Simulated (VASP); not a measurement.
# Sb (P4/mmm) in VASP: further runs, part 2 of 2

VASP 6.6.1. Earlier steps stand in the parts before.

### Step 6. Single point, PBEsol (strain +0.1500 x Voigt [0, 1, 0, 0, 0, 0])

INCAR reads:

```
SYSTEM = Sb
PREC = Accurate ; ENCUT = 520
EDIFF = 1E-6 ; ISMEAR = 0
SIGMA = 0.15 ; LREAL = .False.
LASPH = .True. ; NELM = 80
ALGO = Normal ; ISIF = 2
LWAVE = .False. ; LCHARG = .True.
GGA = PS ; LELF = .True.
LVHAR = .True. ; NBANDS = 8
```

KPOINTS reads:

```
regular mesh
0
Gamma
  16 16 16
  0 0 0
```

POSCAR reads:

```
Sb
1.0
    3.1600000000      0.0000000000      0.0000000000
    0.0000000000      3.6340000000      0.0000000000
    0.0000000000      0.0000000000      3.1600000000
Sb
1
Direct
    0.0000000000      0.0000000000      0.0000000000
```

Potentials or basis: VASP PAW PBE potentials, release 64 (Sb).

On the command line:

```bash
cat potpaw_PBE.64/Sb/POTCAR > POTCAR
mpirun -np 1 vasp_std > vasp.out
```

OUTCAR:

```text
SYSTEM = Sb
   PREC = Accurate
   ENCUT = 520
   EDIFF = 1E-6
   ISMEAR = 0
   LREAL = .False.
   LASPH = .True.
   NELM = 80
   ISIF = 2
   GGA = PS

 ion  position               nearest neighbor table
   1  0.000  0.000  0.000-

  LATTYP: Found a simple tetragonal cell.
 ALAT       =     3.1600000000
 C/A-ratio  =     1.1500000000

  Lattice vectors:

 A1 = (  -3.1600000000,   0.0000000000,   0.0000000000)
 A2 = (   0.0000000000,   0.0000000000,   3.1600000000)
 A3 = (   0.0000000000,   3.6340000000,   0.0000000000)

Analysis of symmetry for initial positions (statically):
=====================================================================
 Subroutine PRICEL returns:
 Original cell was already a primitive cell.

 Routine SETGRP: Setting up the symmetry group for a
 simple tetragonal supercell.

 Subroutine GETGRP returns: Found 16 space group operations
 (whereof 16 operations were pure point group operations)
 out of a pool of 16 trial point group operations.

The static configuration has the point symmetry D_4h.

Analysis of symmetry for dynamics (positions and initial velocities):
=====================================================================
 Subroutine PRICEL returns:
 Original cell was already a primitive cell.

 Routine SETGRP: Setting up the symmetry group for a
 simple tetragonal supercell.

 Subroutine GETGRP returns: Found 16 space group operations
 (whereof 16 operations were pure point group operations)
 out of a pool of 16 trial point group operations.

The dynamic configuration has the point symmetry D_4h.

 Subroutine INISYM returns: Found 16 space group operations
 (whereof 16 operations are pure point group operations),
 and found     1 'primitive' translations

----------------------------------------------------------------------------------------

                                     Primitive cell

  volume of cell :      36.2877

  direct lattice vectors                    reciprocal lattice vectors
     3.160000000  0.000000000  0.000000000     0.316455696  0.000000000  0.000000000
[... 108 lines left out ...]
   LORBIT       =      0    0 simple, 1 ext, 2 COOP (PROOUT), +10 PAW based schemes
   GGA     = PS    functional components
   LHFCALC =     F    Hartree Fock is set to
   AEXX    =    0.0000 exact exchange contribution
   IVDW    =     0    specifies the selected vdW correction
   LEPSILON=     F    determine dielectric tensor
   LRPA    =     F    only Hartree local field effects (RPA)
 non-spin polarized calculation
 Gauss-broadening in eV      SIGMA  =   0.15
  energy-cutoff  :      520.00
  volume of cell :       36.29
 maximum number of plane-waves:      1000
 NGX is ok and might be reduce to    24
   NGX = 11   NGY = 13   NGZ = 11

 number of electron       5.0000000 magnetization

 Free energy of the ion-electron system (eV)
  ---------------------------------------------------
  ext. energy  EPLUGINS =         0.00000000
  ---------------------------------------------------
  free energy    TOTEN  =        -4.22759748 eV

  energy without entropy =       -4.21954511  energy(sigma->0) =       -4.22357129

 E-fermi :   4.7218     XC(G=0):  -8.9289

 val. band max:        4.7177506088   @ k =   0.5000   0.2500   0.3125
 cond. band min:       4.7335978759   @ k =   0.2500   0.3125   0.2500
 fundamental gap:      0.0158472671
 Fermi energy:         4.7218389257

 k-point     1 :       0.0000    0.0000    0.0000
  band No.  band energies     occupation
      1      -6.4628      2.00000
      2       5.5908      0.00000
      3       8.5378      0.00000
      4       8.5378      0.00000
      5       9.7719      0.00000
      6      12.2470      0.00000
      7      13.0255      0.00000
      8      20.8630      0.00000
[... 243 lines left out ...]
 k-point    24 :       0.3125    0.1250    0.0000
  band No.  band energies     occupation
      1      -5.0844      2.00000
      2       2.4102      2.00000
      3       5.5446      0.00000
      4       9.7751      0.00000
      5      12.1780      0.00000
      6      13.4592      0.00000
      7      14.2892      0.00000
      8      18.1441      0.00000

 [... further k-points ...]

------------------------ aborting loop because EDIFF is reached ----------------------------------------

  FORCE on cell =-STRESS in cart. coord.  units (eV):
  Direction    XX          YY          ZZ          XY          YZ          ZX
  --------------------------------------------------------------------------------------
  -------------------------------------------------------------------------------------
  Total       -1.3304055     -2.3333264     -1.3304055     -0.0000000      0.0000000      0.0000000
  in kB      -58.7402164   -103.0212934    -58.7402164     -0.0000000      0.0000000      0.0000000
  external PRESSURE =     -73.5005754 kB  Pullay stress =       0.0000000 kB

 VOLUME and BASIS-vectors are now :
 -----------------------------------------------------------------------------
  energy-cutoff  :      520.00
  volume of cell :       36.29
      direct lattice vectors                 reciprocal lattice vectors
     3.160000000  0.000000000  0.000000000     0.316455696  0.000000000  0.000000000
     0.000000000  3.634000000  0.000000000     0.000000000  0.275178866  0.000000000
     0.000000000  0.000000000  3.160000000     0.000000000  0.000000000  0.316455696

 POSITION                                       TOTAL-FORCE (eV/Angst)
 -----------------------------------------------------------------------------------
      0.00000      0.00000      0.00000         0.000000      0.000000      0.000000
 -----------------------------------------------------------------------------------
    total drift:                               -0.000000     -0.000000      0.000000

  FREE ENERGIE OF THE ION-ELECTRON SYSTEM (eV)
  ---------------------------------------------------
  free  energy   TOTEN  =        -4.2275974826 eV

  energy  without entropy=       -4.2195451053  energy(sigma->0) =       -4.22357129
```

stdout:

```text
POSCAR found type information on POSCAR Sb
 POSCAR found :  1 types and       1 ions
 scaLAPACK will be used
 -----------------------------------------------------------------------------
|                                                                             |
|                                                                             |
|     You enforced a specific xc type in the INCAR file but a different       |
|     I HOPE YOU KNOW WHAT YOU ARE DOING!                                     |
|                                                                             |
 -----------------------------------------------------------------------------

 LDA part: xc-table for (Slater+PW92), standard interpolation
 POSCAR, INCAR and KPOINTS ok, starting setup
 FFT: planning ... GRIDC
 FFT: planning ... GRID_SOFT
 FFT: planning ... GRID
 WAVECAR not read
 entering main loop
```

It took 34 s on 1 thread of Intel Xeon Platinum 8259CL at 2.50GHz (Skylake/Cascade Lake), shared host; peak memory 0.23 GiB.

What came out:

```yaml
Free_energy: -4.2276 eV
Pressure: -7.4 GPa
```

Stress tensor (GPa, compression positive):
```
 -5.87   0.00   0.00
  0.00 -10.30   0.00
  0.00   0.00  -5.87
```

Levels at points of the mesh, in eV from the Fermi level:
| k point | band 1 | band 2 | band 3 | band 4 | band 5 | band 6 | band 7 | band 8 |
| --- | --- | --- | --- | --- | --- | --- | --- | --- |
| (0.00, 0.00, 0.00) | -11.18 | 0.87 | 3.82 | 3.82 | 5.05 | 7.53 | 8.30 | 16.14 |
| (0.50, 0.00, 0.00) | -8.91 | -4.56 | 2.72 | 5.67 | 7.86 | 8.86 | 8.97 | 10.85 |
| (0.00, 0.50, 0.00) | -10.18 | -4.13 | 4.64 | 4.64 | 8.58 | 10.29 | 11.12 | 12.03 |
| (0.50, 0.50, 0.00) | -7.89 | -3.60 | -2.02 | 2.78 | 6.46 | 11.87 | 12.72 | 12.85 |
| (0.50, 0.00, 0.50) | -6.50 | -2.63 | -2.63 | 2.95 | 4.51 | 10.89 | 11.11 | 11.11 |
| (0.50, 0.50, 0.50) | -5.40 | -1.79 | -1.79 | -0.05 | 4.47 | 5.50 | 5.50 | 7.32 |

Caveat: the cell differs from its parent crystal (strain +0.1500 x Voigt [0, 1, 0, 0, 0, 0]); the PAW data sets were made with another functional, which shifts forces and pressure a little; spin-orbit coupling is left out, which moves the levels of the heavy elements.

### Step 7. The runs side by side

| cell | gap on the mesh (eV) | pressure (GPa) |
| --- | --- | --- |
| a = 3.160, b = 2.686 Å, 1 atom | none | 10.0 |
| a = 3.160, b = 2.804 Å, 1 atom | none | 3.9 |
| a = 3.160, b = 3.515 Å, 1 atom | none | -7.1 |
| a = 3.160, b = 3.575 Å, 1 atom | none | -7.3 |
| a = 3.160, b = 3.634 Å, 1 atom | none | -7.4 |

Alike in all rows: task single point; level PBEsol; potentials or basis VASP PAW PBE potentials, release 64 (Sb); no spin polarisation; k mesh 16 × 16 × 16; cutoff (eV) 520; smearing gaussian 0.15 eV.

Caveats: the PAW data sets were made with another functional, which shifts forces and pressure a little; spin-orbit coupling is left out, which moves the levels of the heavy elements.

Total energies depend on the potentials used, so only differences within one code and one set of settings carry meaning.
